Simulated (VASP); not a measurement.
# Cd (P6_3/mmc) in VASP: a series of runs

Runs on Cd. Level: LDA. Tasks: single point, relaxation of cell and atoms.

Program: VASP 6.6.1. These are calculated values, not measurements. Logs are shortened: lines on timing, memory, paths and dates and some standing lists are left out, and cuts for length are marked.

## Step 1: The cell of the first run

Symmetry: P6_3/mmc, No. 194, hexagonal system. The conventional cell has a = 2.916 Å, b = 2.916 Å, c = 5.422 Å, α = 90.00°, β = 90.00°, γ = 120.00°. Cd (site symmetry -6m2) has 12 Cd at 2.92 to 3.19 Å within 3.8 Å.

## Step 2: Single point, LDA

Input file INCAR:

```
ALGO = Normal
EDIFF = 1E-7
ENCUT = 520
ISIF = 2
ISMEAR = -1
LASPH = True
LCHARG = False
LREAL = False
LWAVE = False
NBANDS = 19
NELM = 60
PREC = Accurate
SIGMA = 0.1
```

Input file KPOINTS:

```
k-points
0
Gamma
  10 10 5
```

Input file POSCAR:

```
Cd
1.0
    2.9161080223      0.0000000000      0.0000000000
   -1.4580540111      2.5254236275      0.0000000000
    0.0000000000      0.0000000000      5.4221014889
Cd
2
Direct
    0.3333333333      0.6666666667      0.2500000000
    0.6666666667      0.3333333333      0.7500000000
```

Potentials or basis: VASP PAW LDA potentials, release 64 (Cd).

Started as:

```console
> cat potpaw_LDA.64/Cd/POTCAR > POTCAR
> mpirun -np 1 vasp_std > vasp.out
```

OUTCAR:

```text
EDIFF = 1E-7
   ENCUT = 520
   ISIF = 2
   ISMEAR = -1
   LASPH = True
   LREAL = False
   NELM = 60
   PREC = Accurate

 ion  position               nearest neighbor table
   1  0.333  0.667  0.250-   2 3.19   2 3.19   2 3.19   2 3.19   2 3.19   2 3.19
   2  0.667  0.333  0.750-   1 3.19   1 3.19   1 3.19   1 3.19   1 3.19   1 3.19

  LATTYP: Found a hexagonal cell.
 ALAT       =     2.9161080223
 C/A-ratio  =     1.8593623581

  Lattice vectors:

 A1 = (   2.9161080223,   0.0000000000,   0.0000000000)
 A2 = (  -1.4580540111,   2.5254236275,   0.0000000000)
 A3 = (   0.0000000000,   0.0000000000,   5.4221014889)

Analysis of symmetry for initial positions (statically):
=====================================================================
 Subroutine PRICEL returns:
 Original cell was already a primitive cell.

 Routine SETGRP: Setting up the symmetry group for a
 hexagonal supercell.

 Subroutine GETGRP returns: Found 24 space group operations
 (whereof 12 operations were pure point group operations)
 out of a pool of 24 trial point group operations.

The static configuration has the point symmetry D_3d.
 The point group associated with its full space group is D_6h.

Analysis of symmetry for dynamics (positions and initial velocities):
=====================================================================
 Subroutine PRICEL returns:
 Original cell was already a primitive cell.

 Routine SETGRP: Setting up the symmetry group for a
 hexagonal supercell.

 Subroutine GETGRP returns: Found 24 space group operations
 (whereof 12 operations were pure point group operations)
 out of a pool of 24 trial point group operations.

The dynamic configuration has the point symmetry D_3d.
 The point group associated with its full space group is D_6h.

 Subroutine INISYM returns: Found 24 space group operations
 (whereof 12 operations are pure point group operations),
 and found     1 'primitive' translations

----------------------------------------------------------------------------------------

                                     Primitive cell

  volume of cell :      39.9306

  direct lattice vectors                    reciprocal lattice vectors
     2.916108022  0.000000000  0.000000000     0.342922825  0.197986585  0.000000000
    -1.458054011  2.525423627  0.000000000     0.000000000  0.395973170  0.000000000
     0.000000000  0.000000000  5.422101489     0.000000000  0.000000000  0.184430336

  length of vectors
     2.916108022  2.916108022  5.422101489     0.395973170  0.395973170  0.184430336

  position of ions in fractional coordinates (direct lattice)
     0.333333333  0.666666667  0.250000000
     0.666666667  0.333333333  0.750000000

  ion indices of the primitive-cell ions
   primitive index   ion index
                 1           1
                 2           2

----------------------------------------------------------------------------------------

 KPOINTS: k-points

Automatic generation of k-mesh.
 Grid dimensions read from file:
 generate k-points for:   10   10    5

 Generating k-lattice:

  Cartesian coordinates                     Fractional coordinates (reciprocal lattice)
     0.034292282  0.019798659  0.000000000     0.100000000  0.000000000  0.000000000
     0.000000000  0.039597317  0.000000000     0.000000000  0.100000000  0.000000000
     0.000000000  0.000000000  0.036886067     0.000000000  0.000000000  0.200000000

  Length of vectors
     0.039597317  0.039597317  0.036886067

  Shift w.r.t. Gamma in fractional coordinates (k-lattice)
     0.000000000  0.000000000  0.000000000

 Subroutine IBZKPT returns following result:
 ===========================================

 Found     42 irreducible k-points:

 Following reciprocal coordinates:
            Coordinates               Weight
  0.000000  0.000000  0.000000      1.000000
  0.100000  0.000000  0.000000      6.000000
  0.200000  0.000000  0.000000      6.000000
  0.300000  0.000000  0.000000      6.000000
  0.400000 -0.000000  0.000000      6.000000
  0.500000  0.000000  0.000000      3.000000
[... 16 lines left out ...]
  0.300000  0.100000  0.200000     24.000000
  0.400000  0.100000  0.200000     24.000000
 [... further k-points ...]
   k-points           NKPTS =     42   k-points in BZ     NKDIM =     42   number of bands    NBANDS=     19
   number of dos      NEDOS =    301   number of ions     NIONS =      2
   total plane-waves  NPLWV =  23040
   dimension x,y,z NGX =    24 NGY =   24 NGZ =   40
   dimension x,y,z NGXF=    48 NGYF=   48 NGZF=   80
   ions per type =               2
   NGX,Y,Z   is equivalent  to a cutoff of  13.68, 13.68, 12.26 a.u.
   NGXF,Y,Z  is equivalent  to a cutoff of  27.36, 27.36, 24.53 a.u.
 SYSTEM =  unknown system
   PREC   = accura    normal or accurate (medium, high low for compatibility)
   ISTART =      0    job   : 0-new  1-cont  2-samecut
   ICHARG =      2    charge: 1-file 2-atom 10-const
   ISPIN  =      1    spin polarized calculation?
   LNONCOLLINEAR =      F non collinear calculations
   LSORBIT =      F    spin-orbit coupling
   LASPH  =      T    aspherical Exc in radial PAW
   ENCUT  =  520.0 eV  38.22 Ry    6.18 a.u.   5.42  5.42 10.08*2*pi/ulx,y,z
   NELM   =     60;   NELMIN=  2; NELMDL= -5     # of ELM steps
   EDIFF  = 0.1E-06   stopping-criterion for ELM
   LREAL  =      F    real-space projection
   EDIFFG = 0.1E-05   stopping-criterion for IOM
   NSW    =      0    number of steps for IOM
   IBRION =     -1    ionic relax: 0-MD 1-quasi-New 2-CG
   NFREE  =      0    steps in history (QN), initial steepest desc. (CG)
   ISIF   =      2    stress and relaxation
   ISYM   =      2    0-nonsym 1-usesym 2-fastsym
   POTIM  = 0.5000    time-step for ionic-motion
   TEBEG  =    0.0;   TEEND  =   0.0 temperature during run
   PSTRESS=    0.0 pullay stress
   NELECT =      24.0000    total number of electrons
   NUPDOWN=      -1.0000    fix difference up-down
   EMIN   =  10.00;   EMAX   =-10.00  energy-range for DOS
   EFERMI =   0.00;   METHOD = LEGACY
   ISMEAR =    -1;   SIGMA  =   0.10  broadening in eV -4-tet -1-fermi 0-gaus
   EFERMI_NEDOS =   21; number of points for ismear=-14 and -15
   IALGO  =     38    algorithm
   IMIX   =      4    mixing-type and parameters
     AMIX     =   0.40;   BMIX     =  1.00
     AMIX_MAG =   1.60;   BMIX_MAG =  1.00
  volume/ion in A,a.u.               =      19.97       134.73
  Fermi-wavevector in a.u.,A,eV,Ry     =   1.381582  2.610812 25.970386  1.908770
  Thomas-Fermi vector in A             =   2.506353
   LORBIT       =      0    0 simple, 1 ext, 2 COOP (PROOUT), +10 PAW based schemes
   GGA     = CA    functional components
   LHFCALC =     F    Hartree Fock is set to
   AEXX    =    0.0000 exact exchange contribution
   IVDW    =     0    specifies the selected vdW correction
   LEPSILON=     F    determine dielectric tensor
   LRPA    =     F    only Hartree local field effects (RPA)
 non-spin polarized calculation
  energy-cutoff  :      520.00
  volume of cell :       39.93
 maximum number of plane-waves:      1101
 NGX is ok and might be reduce to    24
   NGX = 11   NGY = 11   NGZ = 21

 number of electron      23.9999993 magnetization

 Free energy of the ion-electron system (eV)
  ---------------------------------------------------
  ext. energy  EPLUGINS =         0.00000000
  ---------------------------------------------------
  free energy    TOTEN  =        -3.06043406 eV

  energy without entropy =       -3.04984763  energy(sigma->0) =       -3.05514084

 E-fermi :   3.2794     XC(G=0): -11.7931

 val. band max:        3.1592657153   @ k =   0.3000   0.0000   0.0000
 cond. band min:       3.3268486803   @ k =   0.4000  -0.0000   0.0000
 fundamental gap:      0.1675829651
 Fermi energy:         3.2793621525

 k-point     1 :       0.0000    0.0000    0.0000
  band No.  band energies     occupation
      1      -6.8700      2.00000
      2      -6.5575      2.00000
      3      -6.0943      2.00000
      4      -6.0875      2.00000
      5      -6.0875      2.00000
      6      -6.0209      2.00000
[... 11 lines left out ...]
     18      19.4278      0.00000
     19      19.4689      0.00000

 k-point     2 :       0.1000    0.0000    0.0000
  band No.  band energies     occupation
      1      -6.7559      2.00000
      2      -6.4200      2.00000
      3      -6.1430      2.00000
      4      -6.0664      2.00000
      5      -5.9824      2.00000
      6      -5.9199      2.00000
[... 11 lines left out ...]
     18      19.2647      0.00000
     19      20.0295      0.00000

 k-point     3 :       0.2000    0.0000    0.0000
  band No.  band energies     occupation
      1      -6.6318      2.00000
      2      -6.3281      2.00000
      3      -6.2170      2.00000
      4      -5.9614      2.00000
      5      -5.8856      2.00000
      6      -5.6977      2.00000
[... 11 lines left out ...]
     18      16.9957      0.00000
     19      17.3965      0.00000

 k-point     4 :       0.3000    0.0000    0.0000
  band No.  band energies     occupation
      1      -6.7772      2.00000
      2      -6.5283      2.00000
      3      -6.2567      2.00000
      4      -5.9701      2.00000
      5      -5.8008      2.00000
      6      -5.7267      2.00000
[... 11 lines left out ...]
     18      16.9530      0.00000
     19      17.9080      0.00000

 k-point     5 :       0.4000   -0.0000    0.0000
  band No.  band energies     occupation
      1      -6.9401      2.00000
      2      -6.6990      2.00000
      3      -6.5186      2.00000
      4      -5.9528      2.00000
      5      -5.8041      2.00000
      6      -5.7845      2.00000
[... 11 lines left out ...]
     18      16.7364      0.00000
     19      17.2410      0.00000
[... 334 lines left out ...]
      2      -6.3263      2.00000
      3      -6.1829      2.00000
      4      -6.1410      2.00000
      5      -5.9199      2.00000
      6      -5.7763      2.00000
[... 11 lines left out ...]
     18      16.8705      0.00000
     19      19.6097      0.00000

 k-point    22 :       0.2000    0.1000    0.2000
  band No.  band energies     occupation
      1      -6.5473      2.00000
      2      -6.3504      2.00000
      3      -6.2155      2.00000
      4      -6.0946      2.00000
      5      -5.9776      2.00000
      6      -5.7838      2.00000
[... 11 lines left out ...]
     18      15.4380      0.00000
     19      17.5995      0.00000

 k-point    23 :       0.3000    0.1000    0.2000
  band No.  band energies     occupation
      1      -6.7257      2.00000
      2      -6.5621      2.00000
      3      -6.3877      2.00000
      4      -6.1248      2.00000
      5      -5.8327      2.00000
      6      -5.6924      2.00000
[... 11 lines left out ...]
     18      14.3748      0.00000
     19      16.7202      0.00000

 k-point    24 :       0.4000    0.1000    0.2000
  band No.  band energies     occupation
      1      -6.8415      2.00000
      2      -6.6988      2.00000
      3      -6.5187      2.00000
      4      -6.1745      2.00000
      5      -5.8526      2.00000
      6      -5.5756      2.00000
[... 11 lines left out ...]
     18      13.7812      0.00000
     19      17.2428      0.00000

 [... further k-points ...]
[... 5 lines left out ...]
  --------------------------------------------------------------------------------------
  -------------------------------------------------------------------------------------
  Total        0.2053348      0.2053348      0.1110499      0.0000000      0.0000000      0.0000000
  in kB        8.2388682      8.2388682      4.4557751      0.0000000      0.0000000      0.0000000
  external PRESSURE =       6.9778372 kB  Pullay stress =       0.0000000 kB

 VOLUME and BASIS-vectors are now :
 -----------------------------------------------------------------------------
  energy-cutoff  :      520.00
  volume of cell :       39.93
      direct lattice vectors                 reciprocal lattice vectors
     2.916108022  0.000000000  0.000000000     0.342922825  0.197986585  0.000000000
    -1.458054011  2.525423627  0.000000000     0.000000000  0.395973170  0.000000000
     0.000000000  0.000000000  5.422101489     0.000000000  0.000000000  0.184430336

 POSITION                                       TOTAL-FORCE (eV/Angst)
 -----------------------------------------------------------------------------------
     -0.00000      1.68362      1.35553        -0.000000     -0.000000      0.000000
      1.45805      0.84181      4.06658         0.000000      0.000000      0.000000
 -----------------------------------------------------------------------------------
    total drift:                               -0.000000      0.000000      0.000000

  FREE ENERGIE OF THE ION-ELECTRON SYSTEM (eV)
  ---------------------------------------------------
  free  energy   TOTEN  =        -3.0604340553 eV

  energy  without entropy=       -3.0498476340  energy(sigma->0) =       -3.05514084
```

It took 19 s on 1 thread of Intel Xeon 8259CL, shared host; peak memory 0.15 GiB.

What came out:

```
Free energy            : -3.0604 eV
Pressure               : 0.7 GPa
Band gap on the k mesh : zero (bands 12 and 13 overlap by 3.89 eV)
```

Stress tensor (GPa, compression positive):
```
0.82 0.00 0.00
0.00 0.82 0.00
0.00 0.00 0.45
```

## Step 3: Relaxation of cell and atoms, LDA

This run uses another cell than the first one, of 21.59 Å³/atom.

Input file INCAR:

```
ALGO = Normal
EDIFF = 1E-7
EDIFFG = -0.03
ENCUT = 600
GGA = CA
IBRION = 2
ISIF = 3
ISMEAR = -1
LASPH = T
LCHARG = F
LREAL = F
LWAVE = F
NELM = 60
NSW = 80
PREC = Accurate
SIGMA = 0.1
```

KPOINTS is that of step 2.

Input file POSCAR:

```
Cd
1.0
    2.9788700000      0.0000000000      0.0000000000
   -1.4894350000      2.5797770900      0.0000000000
    0.0000000000      0.0000000000      5.6176500000
Cd
2
Direct
    0.3333333333      0.6666666667      0.2500000000
    0.6666666667      0.3333333333      0.7500000000
```

Potentials or basis: VASP PAW LDA potentials, release 64 (Cd).

Started as:

```console
> cat potpaw_LDA.64/Cd/POTCAR > POTCAR
> mpirun -np 1 vasp_std > vasp.out
```

Wall time 2.1 min (1 thread of Intel Xeon 8259CL, shared host); peak memory 0.17 GiB.

It converged, with:

```
Free energy                           : -3.0627 eV
Relaxed volume                        : 20.11 Å³/atom
Relaxed cell                          : a = 2.924 Å, b = 2.924 Å, c = 5.432 Å, α = 90.00°, β = 90.00°, γ = 120.00°
Space group after relaxing (to 0.1 Å) : P6_3/mmc (No. 194)
Energy gained by relaxing             : 20.0 meV/atom
Ionic steps                           : 5
Pressure after relaxing               : 0.0 GPa
Band gap on the k mesh                : zero (bands 12 and 13 overlap by 3.89 eV)
```

Stress tensor (GPa, compression positive):
```
 0.07  0.00  0.00
 0.00  0.07  0.00
 0.00  0.00 -0.03
```

The path:
| step | energy change (eV) | largest force (eV/Å) | pressure (GPa) | volume (Å³) |
| --- | --- | --- | --- | --- |
| 1 | 0.0000 | 0.0000 | -4.07 | 43.17 |
| 2 | -0.0352 | 0.0000 | 1.15 | 39.83 |
| 3 | -0.0375 | 0.0000 | -0.03 | 40.44 |
| 4 | -0.0394 | 0.0000 | 0.00 | 40.32 |
| 5 | -0.0400 | 0.0000 | 0.04 | 40.21 |

Final structure:
```yaml
crystal:
  lattice:
    - [2.92375, 0.00000, 0.00000]
    - [-1.46187, 2.53204, 0.00000]
    - [0.00000, 0.00000, 5.43206]
  atoms:
    - { symbol: Cd, position: [0.33333, 0.66667, 0.25000] }
    - { symbol: Cd, position: [0.66667, 0.33333, 0.75000] }
```

Levels at points of the mesh, in eV from the Fermi level:
| k point | band 9 | band 10 | band 11 | band 12 | band 13 | band 14 | band 15 | band 16 |
| --- | --- | --- | --- | --- | --- | --- | --- | --- |
| (0.00, 0.00, 0.00) | -8.77 | -8.44 | -8.44 | -3.28 | -2.80 | 11.39 | 14.75 | 15.33 |
| (0.50, 0.00, 0.00) | -8.17 | -8.13 | -2.55 | -1.91 | 2.20 | 3.12 | 3.61 | 5.60 |

LDA usually gives volumes a few per cent too small. Zero-point motion and thermal expansion aren't in these numbers.

The gap in the log of VASP goes by the Fermi energy; the results here count the filled bands.